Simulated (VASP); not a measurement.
VH2: single point with PBEsol

The system is VH2.

```
CELL_PARAMETERS angstrom
2.06446 2.06446 0.00000
-2.06446 2.06446 0.00000
0.00000 0.00000 4.28910
ATOMIC_POSITIONS crystal
V 0.00000 0.00000 0.00000
V 0.50000 0.50000 0.50000
H 0.00000 0.50000 0.75000
H 0.50000 0.00000 0.75000
H 0.50000 0.00000 0.25000
H 0.00000 0.50000 0.25000
```

This cell differs from its parent crystal: uniaxial strain along c: +3.0 %, then relaxed in part.

```json
{
 "Program": "VASP 6.6.1",
 "Task": "single point",
 "Functional": "PBEsol",
 "Potentials or basis": "VASP PAW PBE potentials, release 64 (V_sv, H)",
 "Cutoff": "520 eV",
 "k mesh": "12 × 12 × 8",
 "Occupations": "gaussian, width 0.1 eV",
 "Spin": "no spin polarisation"
}
```

| Quantity | Value |
| --- | --- |
| Pressure | -2.2 GPa |
| Band gap on the k mesh | zero (bands 15 and 16 overlap by 2.54 eV) |

Stress tensor (GPa, compression positive):
```
 0.08  0.00  0.00
 0.00  0.08  0.00
 0.00  0.00 -6.83
```

Levels at points of the mesh, in eV from the Fermi level:
| k point | band 13 | band 14 | band 15 | band 16 | band 17 | band 18 |
| --- | --- | --- | --- | --- | --- | --- |
| (0.00, 0.00, 0.00) | -1.16 | -0.95 | -0.95 | 0.64 | 0.95 | 1.35 |
| (0.50, 0.00, 0.00) | -1.60 | -1.60 | 0.15 | 0.15 | 0.45 | 0.45 |
| (0.50, 0.50, 0.00) | -3.79 | -3.79 | 1.61 | 1.61 | 1.70 | 1.70 |
| (0.00, 0.00, 0.50) | -1.01 | -1.01 | 0.07 | 0.07 | 0.07 | 0.07 |
| (0.50, 0.00, 0.50) | -1.04 | -1.04 | -0.75 | -0.75 | 1.55 | 1.55 |
| (0.50, 0.50, 0.50) | -2.87 | -2.87 | 0.25 | 0.25 | 1.86 | 1.86 |

Wall time 40 s on 1 thread of AMD EPYC 9R45 96-Core Processor (Zen 5) (shared host), peak memory 0.19 GiB.

Caveat: the cell differs from its parent crystal (uniaxial strain along c: +3.0 %, then relaxed in part); the PAW data sets were made with another functional, which shifts forces and pressure a little.
